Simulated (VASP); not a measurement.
# Cu3Au4 (Pm-3m) in VASP: notebook

The runs below take Cu3Au4 through single point, relaxation of cell and atoms, with PBE.

Program: VASP 6.6.1. These are calculated values, not measurements. Logs are shortened: lines on timing, memory, paths and dates and some standing lists are left out, and cuts for length are marked.

**1. The cell of the first run**

It takes space group Pm-3m (No. 221, cubic). The conventional cell has a = 5.088 Å, b = 5.088 Å, c = 5.088 Å, α = 90.00°, β = 90.00°, γ = 90.00°. Within 3.4 Å of Cu (site symmetry 4/mmm) lie 6 Au at 2.54 Å. Au (site symmetry m-3m) has 6 Cu at 2.54 Å within 3.4 Å. Within 3.4 Å of Au (site symmetry 4/mmm) lie 4 Cu at 2.54 Å.

The cell was built from a structure type or drawn by symmetry, and may not be a known phase.

**2. Single point, PBE**

The input, INCAR:

```
SYSTEM = Cu3Au4
PREC     = Accurate       ! precision mode
ENCUT    = 600            ! plane-wave cutoff, eV
EDIFF    = 1E-6           ! SCF threshold, eV
ISMEAR   = 0              ! smearing method
SIGMA    = 0.1            ! smearing width, eV
LREAL    = .FALSE.        ! projectors in reciprocal space
LASPH    = .TRUE.         ! aspherical terms in the spheres
NELM     = 120            ! most SCF steps
ALGO     = Normal         ! electronic algorithm
ISIF     = 2              ! what is computed and relaxed
LWAVE    = .FALSE.        ! write WAVECAR
LCHARG   = .FALSE.        ! write CHGCAR
GGA      = PE             ! functional
NBANDS   = 48             ! bands
GGA_COMPAT= .FALSE.
```

The input, KPOINTS:

```
Automatic mesh
0
G
  8 8 8
  0 0 0
```

The input, POSCAR:

```
Cu3Au4
1.0
    5.0878067228      0.0000000000      0.0000000000
    0.0000000000      5.0878067228      0.0000000000
    0.0000000000      0.0000000000      5.0878067228
Cu Au
3 4
Direct
    0.5000000000      0.5000000000      0.0000000000
    0.0000000000      0.5000000000      0.5000000000
    0.5000000000      0.0000000000      0.5000000000
    0.5000000000      0.5000000000      0.5000000000
    0.5000000000      0.0000000000      0.0000000000
    0.0000000000      0.5000000000      0.0000000000
    0.0000000000      0.0000000000      0.5000000000
```

Potentials or basis: VASP PAW PBE potentials, release 64 (Cu, Au).

Launch:

```sh
$ cat potpaw_PBE.64/Cu/POTCAR potpaw_PBE.64/Au/POTCAR > POTCAR
$ mpirun -np 1 vasp_std > vasp.out
```

OUTCAR:

```text
SYSTEM = Cu3Au4
   PREC = Accurate
   ENCUT = 600
   EDIFF = 1E-6
   ISMEAR = 0
   LREAL = .FALSE.
   LASPH = .TRUE.
   NELM = 120
   ISIF = 2
   GGA = PE

 ion  position               nearest neighbor table
   1  0.500  0.500  0.000-   4 2.54   5 2.54   6 2.54   4 2.54   5 2.54   6 2.54
   2  0.000  0.500  0.500-   4 2.54   6 2.54   7 2.54   6 2.54   7 2.54   4 2.54
   3  0.500  0.000  0.500-   4 2.54   5 2.54   7 2.54   5 2.54   4 2.54   7 2.54
   4  0.500  0.500  0.500-   1 2.54   2 2.54   3 2.54   1 2.54   3 2.54   2 2.54   5 3.60   5 3.60
                             6 3.60   6 3.60   5 3.60   7 3.60   5 3.60   7 3.60   6 3.60   7 3.60
   5  0.500  0.000  0.000-   1 2.54   3 2.54   3 2.54   1 2.54   7 3.60   4 3.60   4 3.60   7 3.60
                             6 3.60   4 3.60   6 3.60   4 3.60   6 3.60   7 3.60   7 3.60   6 3.60
   6  0.000  0.500  0.000-   1 2.54   2 2.54   2 2.54   1 2.54   7 3.60   4 3.60   4 3.60   7 3.60
                             5 3.60   7 3.60   7 3.60   5 3.60   4 3.60   5 3.60   4 3.60   5 3.60
   7  0.000  0.000  0.500-   2 2.54   3 2.54   2 2.54   3 2.54   6 3.60   5 3.60   6 3.60   4 3.60
                             4 3.60   6 3.60   6 3.60   5 3.60   4 3.60   5 3.60   5 3.60   4 3.60

  LATTYP: Found a simple cubic cell.
 ALAT       =     5.0878067228

  Lattice vectors:

 A1 = (   5.0878067228,   0.0000000000,   0.0000000000)
 A2 = (   0.0000000000,   5.0878067228,   0.0000000000)
 A3 = (   0.0000000000,   0.0000000000,   5.0878067228)

Analysis of symmetry for initial positions (statically):
=====================================================================
 Subroutine PRICEL returns:
 Original cell was already a primitive cell.

 Routine SETGRP: Setting up the symmetry group for a
 simple cubic supercell.

 Subroutine GETGRP returns: Found 48 space group operations
 (whereof 48 operations were pure point group operations)
 out of a pool of 48 trial point group operations.

The static configuration has the point symmetry O_h .

Analysis of symmetry for dynamics (positions and initial velocities):
=====================================================================
 Subroutine PRICEL returns:
 Original cell was already a primitive cell.

 Routine SETGRP: Setting up the symmetry group for a
 simple cubic supercell.

 Subroutine GETGRP returns: Found 48 space group operations
 (whereof 48 operations were pure point group operations)
 out of a pool of 48 trial point group operations.

The dynamic configuration has the point symmetry O_h .

 Subroutine INISYM returns: Found 48 space group operations
 (whereof 48 operations are pure point group operations),
 and found     1 'primitive' translations

----------------------------------------------------------------------------------------

                                     Primitive cell

  volume of cell :     131.7018

  direct lattice vectors                    reciprocal lattice vectors
     5.087806723  0.000000000  0.000000000     0.196548347  0.000000000  0.000000000
     0.000000000  5.087806723  0.000000000     0.000000000  0.196548347  0.000000000
     0.000000000  0.000000000  5.087806723     0.000000000  0.000000000  0.196548347

  length of vectors
     5.087806723  5.087806723  5.087806723     0.196548347  0.196548347  0.196548347

  position of ions in fractional coordinates (direct lattice)
     0.500000000  0.500000000  0.000000000
     0.000000000  0.500000000  0.500000000
     0.500000000  0.000000000  0.500000000
     0.500000000  0.500000000  0.500000000
     0.500000000  0.000000000  0.000000000
     0.000000000  0.500000000  0.000000000
     0.000000000  0.000000000  0.500000000

  ion indices of the primitive-cell ions
   primitive index   ion index
                 1           1
                 2           2
                 3           3
                 4           4
                 5           5
                 6           6
                 7           7

----------------------------------------------------------------------------------------

 KPOINTS: Automatic mesh

Automatic generation of k-mesh.
 Grid dimensions read from file:
 generate k-points for:    8    8    8

 Generating k-lattice:

  Cartesian coordinates                     Fractional coordinates (reciprocal lattice)
     0.024568543  0.000000000  0.000000000     0.125000000  0.000000000  0.000000000
     0.000000000  0.024568543  0.000000000     0.000000000  0.125000000  0.000000000
     0.000000000  0.000000000  0.024568543     0.000000000  0.000000000  0.125000000

  Length of vectors
     0.024568543  0.024568543  0.024568543

  Shift w.r.t. Gamma in fractional coordinates (k-lattice)
     0.000000000  0.000000000  0.000000000

 Subroutine IBZKPT returns following result:
 ===========================================

 Found     35 irreducible k-points:

 Following reciprocal coordinates:
            Coordinates               Weight
  0.000000  0.000000  0.000000      1.000000
  0.125000  0.000000  0.000000      6.000000
  0.250000  0.000000  0.000000      6.000000
  0.375000  0.000000  0.000000      6.000000
  0.500000  0.000000  0.000000      3.000000
  0.125000  0.125000  0.000000     12.000000
[... 16 lines left out ...]
  0.375000  0.375000  0.125000     24.000000
  0.500000  0.375000  0.125000     24.000000
 [... further k-points ...]
   k-points           NKPTS =     35   k-points in BZ     NKDIM =     35   number of bands    NBANDS=     48
   number of dos      NEDOS =    301   number of ions     NIONS =      7
   total plane-waves  NPLWV =  74088
   dimension x,y,z NGX =    42 NGY =   42 NGZ =   42
   dimension x,y,z NGXF=    84 NGYF=   84 NGZF=   84
   ions per type =               3   4
   NGX,Y,Z   is equivalent  to a cutoff of  13.72, 13.72, 13.72 a.u.
   NGXF,Y,Z  is equivalent  to a cutoff of  27.45, 27.45, 27.45 a.u.
 SYSTEM =  Cu3Au4
   PREC   = accura    normal or accurate (medium, high low for compatibility)
   ISTART =      0    job   : 0-new  1-cont  2-samecut
   ICHARG =      2    charge: 1-file 2-atom 10-const
   ISPIN  =      1    spin polarized calculation?
   LNONCOLLINEAR =      F non collinear calculations
   LSORBIT =      F    spin-orbit coupling
   LASPH  =      T    aspherical Exc in radial PAW
   ENCUT  =  600.0 eV  44.10 Ry    6.64 a.u.  10.16 10.16 10.16*2*pi/ulx,y,z
   NELM   =    120;   NELMIN=  2; NELMDL= -5     # of ELM steps
   EDIFF  = 0.1E-05   stopping-criterion for ELM
   LREAL  =      F    real-space projection
   EDIFFG = 0.1E-04   stopping-criterion for IOM
   NSW    =      0    number of steps for IOM
   IBRION =     -1    ionic relax: 0-MD 1-quasi-New 2-CG
   NFREE  =      0    steps in history (QN), initial steepest desc. (CG)
   ISIF   =      2    stress and relaxation
   ISYM   =      2    0-nonsym 1-usesym 2-fastsym
   POTIM  = 0.5000    time-step for ionic-motion
   TEBEG  =    0.0;   TEEND  =   0.0 temperature during run
   PSTRESS=    0.0 pullay stress
   NELECT =      77.0000    total number of electrons
   NUPDOWN=      -1.0000    fix difference up-down
   EMIN   =  10.00;   EMAX   =-10.00  energy-range for DOS
   EFERMI =   0.00;   METHOD = LEGACY
   ISMEAR =     0;   SIGMA  =   0.10  broadening in eV -4-tet -1-fermi 0-gaus
   EFERMI_NEDOS =   21; number of points for ismear=-14 and -15
   IALGO  =     38    algorithm
   IMIX   =      4    mixing-type and parameters
     AMIX     =   0.40;   BMIX     =  1.00
     AMIX_MAG =   1.60;   BMIX_MAG =  1.00
  volume/ion in A,a.u.               =      18.81       126.97
  Fermi-wavevector in a.u.,A,eV,Ry     =   1.368909  2.586862 25.496106  1.873911
  Thomas-Fermi vector in A             =   2.494831
   LORBIT       =      0    0 simple, 1 ext, 2 COOP (PROOUT), +10 PAW based schemes
   GGA     = PE    functional components
   LHFCALC =     F    Hartree Fock is set to
   AEXX    =    0.0000 exact exchange contribution
   IVDW    =     0    specifies the selected vdW correction
   LEPSILON=     F    determine dielectric tensor
   LRPA    =     F    only Hartree local field effects (RPA)
 non-spin polarized calculation
 Gauss-broadening in eV      SIGMA  =   0.10
  energy-cutoff  :      600.00
  volume of cell :      131.70
 maximum number of plane-waves:      4436
 NGX is ok and might be reduce to    42
   NGX = 21   NGY = 21   NGZ = 21

 number of electron      76.9999983 magnetization

 Free energy of the ion-electron system (eV)
  ---------------------------------------------------
  ext. energy  EPLUGINS =         0.00000000
  ---------------------------------------------------
  free energy    TOTEN  =       -21.64896793 eV

  energy without entropy =      -21.63678364  energy(sigma->0) =      -21.64287579

 E-fermi :   5.3383     XC(G=0): -11.1624

 val. band max:        5.3119321430   @ k =   0.3750   0.3750   0.2500
 cond. band min:       5.3392845361   @ k =   0.2500   0.1250   0.1250
 fundamental gap:      0.0273523931
 Fermi energy:         5.3383492073

 k-point     1 :       0.0000    0.0000    0.0000
  band No.  band energies     occupation
      1      -2.3142      2.00000
      2      -0.2584      2.00000
      3      -0.2584      2.00000
      4       0.3701      2.00000
      5       0.3701      2.00000
      6       0.3701      2.00000
[... 40 lines left out ...]
     47      10.9144      0.00000
     48      10.9144      0.00000

 k-point     2 :       0.1250    0.0000    0.0000
  band No.  band energies     occupation
      1      -2.2129      2.00000
      2      -0.2363      2.00000
      3      -0.1926      2.00000
      4       0.3874      2.00000
      5       0.4269      2.00000
      6       0.4269      2.00000
[... 40 lines left out ...]
     47      10.9117      0.00000
     48      10.9117      0.00000

 k-point     3 :       0.2500    0.0000    0.0000
  band No.  band energies     occupation
      1      -1.9236      2.00000
      2      -0.2295      2.00000
      3      -0.0331      2.00000
      4       0.4324      2.00000
      5       0.5944      2.00000
      6       0.5944      2.00000
[... 1060 lines left out ...]
     47      13.1240      0.00000
     48      13.4850      0.00000

 k-point    24 :       0.5000    0.3750    0.1250
  band No.  band energies     occupation
      1      -0.3395      2.00000
      2       0.0924      2.00000
      3       0.4181      2.00000
      4       0.7263      2.00000
      5       0.7751      2.00000
      6       0.9802      2.00000
[... 40 lines left out ...]
     47      13.2046      0.00000
     48      13.5495      0.00000

 [... further k-points ...]

------------------------ aborting loop because EDIFF is reached ----------------------------------------

  FORCE on cell =-STRESS in cart. coord.  units (eV):
  Direction    XX          YY          ZZ          XY          YZ          ZX
  --------------------------------------------------------------------------------------
  -------------------------------------------------------------------------------------
  Total        0.0903743      0.0903743      0.0903743      0.0000000      0.0000000      0.0000000
  in kB        1.0994197      1.0994197      1.0994197      0.0000000      0.0000000      0.0000000
  external PRESSURE =       1.0994197 kB  Pullay stress =       0.0000000 kB

 VOLUME and BASIS-vectors are now :
 -----------------------------------------------------------------------------
  energy-cutoff  :      600.00
  volume of cell :      131.70
      direct lattice vectors                 reciprocal lattice vectors
     5.087806723  0.000000000  0.000000000     0.196548347  0.000000000  0.000000000
     0.000000000  5.087806723  0.000000000     0.000000000  0.196548347  0.000000000
     0.000000000  0.000000000  5.087806723     0.000000000  0.000000000  0.196548347

 POSITION                                       TOTAL-FORCE (eV/Angst)
 -----------------------------------------------------------------------------------
      2.54390      2.54390      0.00000         0.000000      0.000000      0.000000
      0.00000      2.54390      2.54390         0.000000      0.000000      0.000000
      2.54390      0.00000      2.54390         0.000000      0.000000      0.000000
      2.54390      2.54390      2.54390         0.000000      0.000000      0.000000
      2.54390      0.00000      0.00000         0.000000      0.000000      0.000000
      0.00000      2.54390      0.00000         0.000000      0.000000      0.000000
      0.00000      0.00000      2.54390         0.000000      0.000000      0.000000
 -----------------------------------------------------------------------------------
    total drift:                                0.000000      0.000000     -0.000000

  FREE ENERGIE OF THE ION-ELECTRON SYSTEM (eV)
  ---------------------------------------------------
  free  energy   TOTEN  =       -21.6489679289 eV

  energy  without entropy=      -21.6367836417  energy(sigma->0) =      -21.64287579
```

Run time: 2.7 min. Hardware: 1 thread of Intel Xeon Platinum 8559C (Emerald Rapids), shared host; peak memory 0.38 GiB.

What came out:

| Property | Result |
| --- | --- |
| Free energy | -21.6490 eV |
| Pressure | 0.1 GPa |
| Band gap on the k mesh | zero (an odd number of electrons rules out a gap without spin polarisation) |

Levels at points of the mesh, in eV from the Fermi level:
```
           k point  band 37  band 38  band 39  band 40  band 41  band 42
(0.00, 0.00, 0.00)    -0.27    -0.27    -0.27     1.93     1.93     2.49
(0.50, 0.00, 0.00)    -0.32     1.53     1.89     1.89     2.08     2.90
(0.50, 0.50, 0.00)    -1.49    -1.47    -1.41     3.43     3.80     3.80
(0.50, 0.50, 0.50)    -1.23    -1.23    -1.18    -0.57    -0.57    -0.57
```

Caveat: spin-orbit coupling is left out, which moves the levels of the heavy elements.

(Part 1 of 2 ends here.)
